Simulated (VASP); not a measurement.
# NaZnCl3 in VASP: a series of runs

The runs below take NaZnCl3 through single point, with PBE.

All numbers are computed with VASP 6.6.1; they aren't measurements. Logs are shortened: lines on timing, memory, paths and dates and some standing lists are left out, and cuts for length are marked.

## Step 1: The cell of the first run

The cell holds an amorphous packing of atoms, 15 atoms: a = 7.375 Å, b = 7.310 Å, c = 7.576 Å, α = 87.55°, β = 89.61°, γ = 89.22°.

## Step 2: Single point, PBE

Input file INCAR:

```
SYSTEM = NaZnCl3
PREC = Accurate
ENCUT = 520
EDIFF = 1E-6
ISMEAR = -1
SIGMA = 0.0991
LREAL = Auto
LASPH = .TRUE.
NELM = 80
ALGO = Normal
ISIF = 2
LWAVE = .FALSE.
LCHARG = .FALSE.
GGA = PE
ISYM = 0
NBANDS = 73
```

Input file KPOINTS:

```
Automatic mesh
0
G
  1 1 1
  0 0 0
```

Input file POSCAR:

```
NaZnCl3
1.0
    7.3746020000      0.0495700000      0.0246180000
    0.0495700000      7.3079440000      0.1589410000
    0.0246180000      0.1589410000      7.5744090000
Na Cl Zn
3 9 3
Direct
    0.6774682194      0.4506441120      0.7305664721
    0.8669014439      0.9726064075      0.1217718221
   -0.2425545404      0.5141792634      0.2815961009
    0.2457853179      0.2913047884      0.9321279037
    0.4484999914      0.7845046903      1.0098370536
    0.6471485676      0.3347917714      0.0481457177
    0.0621430140      0.6765902901      0.2552369731
    0.9056910928      0.2082061257      0.5511364922
    0.6040667382      0.8380544425      0.4583177214
    0.9827041227      0.7938274568      0.8229013062
    0.3737659524      0.5032423719      0.5353455014
    0.2153948089      0.0893031737      0.3112053330
    0.2440973103      0.6177405964      0.9290391507
    0.2210968660      0.2385380432      0.5759720081
    0.3549175793      0.7915000397      0.2924466887
```

Potentials or basis: VASP PAW PBE potentials, release 64 (Na_pv, Cl, Zn).

Run with:

```sh
cat potpaw_PBE.64/Na_pv/POTCAR potpaw_PBE.64/Cl/POTCAR potpaw_PBE.64/Zn/POTCAR > POTCAR
mpirun -np 1 vasp_gam > vasp.out
```

OUTCAR:

```text
SYSTEM = NaZnCl3
   PREC = Accurate
   ENCUT = 520
   EDIFF = 1E-6
   ISMEAR = -1
   LREAL = Auto
   LASPH = .TRUE.
   NELM = 80
   ISIF = 2
   GGA = PE
   ISYM = 0

 ion  position               nearest neighbor table
   1  0.677  0.451  0.731-   6 2.53  11 2.71
   2  0.867  0.973  0.122-
   3  0.757  0.514  0.282-   6 2.40   7 2.56
   4  0.246  0.291  0.932-  13 2.39  14 2.75
   5  0.448  0.785  0.010-  13 2.06  15 2.25
   6  0.647  0.335  0.048-   3 2.40   1 2.53
   7  0.062  0.677  0.255-  15 2.35   3 2.56  13 2.85
   8  0.906  0.208  0.551-  14 2.35
   9  0.604  0.838  0.458-  15 2.27
  10  0.983  0.794  0.823-  13 2.43
  11  0.374  0.503  0.535-  14 2.26   1 2.71  15 2.74
  12  0.215  0.089  0.311-  14 2.32  15 2.40
  13  0.244  0.618  0.929-   5 2.06   4 2.39  10 2.43   7 2.85
  14  0.221  0.239  0.576-  11 2.26  12 2.32   8 2.35   4 2.75
  15  0.355  0.792  0.292-   5 2.25   9 2.27   7 2.35  12 2.40  11 2.74

IMPORTANT INFORMATION: All symmetrisations will be switched off!
NOSYMM: (Re-)initialisation of all symmetry stuff for point group C_1.

----------------------------------------------------------------------------------------

                                     Primitive cell

  volume of cell :     408.0000

  direct lattice vectors                    reciprocal lattice vectors
     7.374602000  0.049570000  0.024618000     0.135608067 -0.000910663 -0.000421638
     0.049570000  7.307944000  0.158941000    -0.000910663  0.136905986 -0.002869868
     0.024618000  0.158941000  7.574409000    -0.000421638 -0.002869868  0.132085093

  length of vectors
     7.374809685  7.309840281  7.576116419     0.135611780  0.136939091  0.132116940

  position of ions in fractional coordinates (direct lattice)
     0.677468219  0.450644112  0.730566472
     0.866901444  0.972606408  0.121771822
     0.757445460  0.514179263  0.281596101
     0.245785318  0.291304788  0.932127904
     0.448499991  0.784504690  0.009837054
     0.647148568  0.334791771  0.048145718
     0.062143014  0.676590290  0.255236973
     0.905691093  0.208206126  0.551136492
     0.604066738  0.838054443  0.458317721
     0.982704123  0.793827457  0.822901306
     0.373765952  0.503242372  0.535345501
     0.215394809  0.089303174  0.311205333
     0.244097310  0.617740596  0.929039151
     0.221096866  0.238538043  0.575972008
     0.354917579  0.791500040  0.292446689

  ion indices of the primitive-cell ions
   primitive index   ion index
                 1           1
                 2           2
                 3           3
                 4           4
                 5           5
                 6           6
                 7           7
                 8           8
                 9           9
                10          10
                11          11
                12          12
                13          13
                14          14
                15          15

----------------------------------------------------------------------------------------

 KPOINTS: Automatic mesh

Automatic generation of k-mesh.
 Grid dimensions read from file:
 generate k-points for:    1    1    1

 Generating k-lattice:

  Cartesian coordinates                     Fractional coordinates (reciprocal lattice)
     0.135608067 -0.000910663 -0.000421638     1.000000000  0.000000000 -0.000000000
    -0.000910663  0.136905986 -0.002869868    -0.000000000  1.000000000  0.000000000
    -0.000421638 -0.002869868  0.132085093    -0.000000000 -0.000000000  1.000000000

  Length of vectors
     0.135611780  0.136939091  0.132116940

  Shift w.r.t. Gamma in fractional coordinates (k-lattice)
     0.000000000  0.000000000  0.000000000

 Subroutine IBZKPT returns following result:
 ===========================================

 Found      1 irreducible k-points:

 Following reciprocal coordinates:
            Coordinates               Weight
  0.000000  0.000000  0.000000      1.000000
   k-points           NKPTS =      1   k-points in BZ     NKDIM =      1   number of bands    NBANDS=     73
   number of dos      NEDOS =    301   number of ions     NIONS =     15
   total plane-waves  NPLWV = 169344
   dimension x,y,z NGX =    56 NGY =   54 NGZ =   56
   dimension x,y,z NGXF=   112 NGYF=  108 NGZF=  112
   ions per type =               3   9   3
   NGX,Y,Z   is equivalent  to a cutoff of  12.62, 12.28, 12.29 a.u.
   NGXF,Y,Z  is equivalent  to a cutoff of  25.25, 24.56, 24.58 a.u.
 SYSTEM =  NaZnCl3
   PREC   = accura    normal or accurate (medium, high low for compatibility)
   ISTART =      0    job   : 0-new  1-cont  2-samecut
   ICHARG =      2    charge: 1-file 2-atom 10-const
   ISPIN  =      1    spin polarized calculation?
   LNONCOLLINEAR =      F non collinear calculations
   LSORBIT =      F    spin-orbit coupling
   LASPH  =      T    aspherical Exc in radial PAW
   ENCUT  =  520.0 eV  38.22 Ry    6.18 a.u.  13.71 13.59 14.09*2*pi/ulx,y,z
   NELM   =     80;   NELMIN=  2; NELMDL= -5     # of ELM steps
   EDIFF  = 0.1E-05   stopping-criterion for ELM
   LREAL  =      T    real-space projection
   EDIFFG = 0.1E-04   stopping-criterion for IOM
   NSW    =      0    number of steps for IOM
   IBRION =     -1    ionic relax: 0-MD 1-quasi-New 2-CG
   NFREE  =      0    steps in history (QN), initial steepest desc. (CG)
   ISIF   =      2    stress and relaxation
   ISYM   =      0    0-nonsym 1-usesym 2-fastsym
   POTIM  = 0.5000    time-step for ionic-motion
   TEBEG  =    0.0;   TEEND  =   0.0 temperature during run
   PSTRESS=    0.0 pullay stress
   NELECT =     120.0000    total number of electrons
   NUPDOWN=      -1.0000    fix difference up-down
   EMIN   =  10.00;   EMAX   =-10.00  energy-range for DOS
   EFERMI =   0.00;   METHOD = LEGACY
   ISMEAR =    -1;   SIGMA  =   0.10  broadening in eV -4-tet -1-fermi 0-gaus
   EFERMI_NEDOS =   21; number of points for ismear=-14 and -15
   IALGO  =     38    algorithm
   IMIX   =      4    mixing-type and parameters
     AMIX     =   0.40;   BMIX     =  1.00
     AMIX_MAG =   1.60;   BMIX_MAG =  1.00
  volume/ion in A,a.u.               =      27.20       183.55
  Fermi-wavevector in a.u.,A,eV,Ry     =   1.088717  2.057378 16.127063  1.185306
  Thomas-Fermi vector in A             =   2.224905
   LORBIT       =      0    0 simple, 1 ext, 2 COOP (PROOUT), +10 PAW based schemes
   GGA     = PE    functional components
   LHFCALC =     F    Hartree Fock is set to
   AEXX    =    0.0000 exact exchange contribution
   IVDW    =     0    specifies the selected vdW correction
   LEPSILON=     F    determine dielectric tensor
   LRPA    =     F    only Hartree local field effects (RPA)
 non-spin polarized calculation
  energy-cutoff  :      520.00
  volume of cell :      408.00
 maximum number of plane-waves:      5501
 NGX is ok and might be reduce to    54
   NGX = 27   NGY = 27   NGZ = 29

 number of electron     120.0000007 magnetization

 Free energy of the ion-electron system (eV)
  ---------------------------------------------------
  ext. energy  EPLUGINS =         0.00000000
  ---------------------------------------------------
  free energy    TOTEN  =       -41.00840328 eV

  energy without entropy =      -41.00838962  energy(sigma->0) =      -41.00839645

 E-fermi :   0.7465     XC(G=0):  -7.6173

 val. band max:       -0.5337564306   @ k =   0.0000   0.0000   0.0000
 cond. band min:       2.0259606566   @ k =   0.0000   0.0000   0.0000
 fundamental gap:      2.5597170872
 Fermi energy:         0.7465489258

 k-point     1 :       0.0000    0.0000    0.0000
  band No.  band energies     occupation
      1     -23.0887      2.00000
      2     -23.0461      2.00000
      3     -23.0289      2.00000
      4     -22.7805      2.00000
      5     -22.7658      2.00000
      6     -22.7536      2.00000
[... 64 lines left out ...]
     71       6.7786      0.00000
     72       6.9601      0.00000
 [bands above 72 left out]

------------------------ aborting loop because EDIFF is reached ----------------------------------------

  FORCE on cell =-STRESS in cart. coord.  units (eV):
  Direction    XX          YY          ZZ          XY          YZ          ZX
  --------------------------------------------------------------------------------------
  -------------------------------------------------------------------------------------
  Total        5.1158914      1.0180727      4.6161065      4.9264945     -0.3465365     -0.0581150
  in kB       20.0896193      3.9978749     18.1270115     19.3458756     -1.3608160     -0.2282121
  external PRESSURE =      14.0715019 kB  Pullay stress =       0.0000000 kB

 VOLUME and BASIS-vectors are now :
 -----------------------------------------------------------------------------
  energy-cutoff  :      520.00
  volume of cell :      408.00
      direct lattice vectors                 reciprocal lattice vectors
     7.374602000  0.049570000  0.024618000     0.135608067 -0.000910663 -0.000421638
     0.049570000  7.307944000  0.158941000    -0.000910663  0.136905986 -0.002869868
     0.024618000  0.158941000  7.574409000    -0.000421638 -0.002869868  0.132085093

 POSITION                                       TOTAL-FORCE (eV/Angst)
 -----------------------------------------------------------------------------------
      5.03638      3.44298      5.62191         0.401765      0.046215      0.004459
      6.44426      7.17008      1.09828        -0.020723      0.472836      0.006389
      5.61828      3.83990      2.23329         0.060684      0.028088      0.647709
      1.84996      2.28918      7.11267        -0.610706      0.933417     -1.311954
      3.34664      5.75691      0.21024         1.982443      1.192174     -0.076972
      4.79024      2.48637      0.43382         0.541023     -0.663747      0.040550
      0.49810      4.98813      2.04234         0.418987     -0.284392     -0.110904
      6.70300      1.65405      4.22992        -0.156631      0.752805      0.491208
      4.50758      6.22724      3.61956         0.370378      0.061681     -0.521979
      7.30666      5.98075      6.38335         0.614964     -0.630507     -0.011195
      2.79450      3.78128      4.14411         0.020283     -0.558873      0.229685
      1.60054      0.71276      2.37669         0.765792     -0.371316      0.169112
      1.85361      4.67418      7.14112        -2.838590     -1.827693     -0.900840
      1.65650      1.84573      4.40600        -1.090509      0.244807      0.220607
      2.66381      5.84831      2.34965        -0.459159      0.604503      1.124123
 -----------------------------------------------------------------------------------
    total drift:                               -0.002379      0.001438     -0.002188

  FREE ENERGIE OF THE ION-ELECTRON SYSTEM (eV)
  ---------------------------------------------------
  free  energy   TOTEN  =       -41.0084032810 eV

  energy  without entropy=      -41.0083896191  energy(sigma->0) =      -41.00839645
```

Run time: 45 s. Hardware: 1 thread of Intel Xeon 6975P-C (Granite Rapids), shared host; peak memory 0.38 GiB.

Results:

```yaml
Free_energy: -41.0084 eV
Pressure: 1.4 GPa
Largest_force: 3.494 eV/Å
Band_gap_on_the_k_mesh: 2.56 eV
```

Forces on the atoms (eV/Å):
```
Na   0.402  0.046  0.004
Na  -0.021  0.473  0.006
Na   0.061  0.028  0.648
Cl  -0.611  0.933 -1.312
Cl   1.982  1.192 -0.077
Cl   0.541 -0.664  0.041
Cl   0.419 -0.284 -0.111
Cl  -0.157  0.753  0.491
Cl   0.370  0.062 -0.522
Cl   0.615 -0.631 -0.011
Cl   0.020 -0.559  0.230
Cl   0.766 -0.371  0.169
Zn  -2.839 -1.828 -0.901
Zn  -1.091  0.245  0.221
Zn  -0.459  0.605  1.124
```

Caveat: the k points lie up to 0.86 Å⁻¹ apart.

(Part 1 of 2 ends here.)
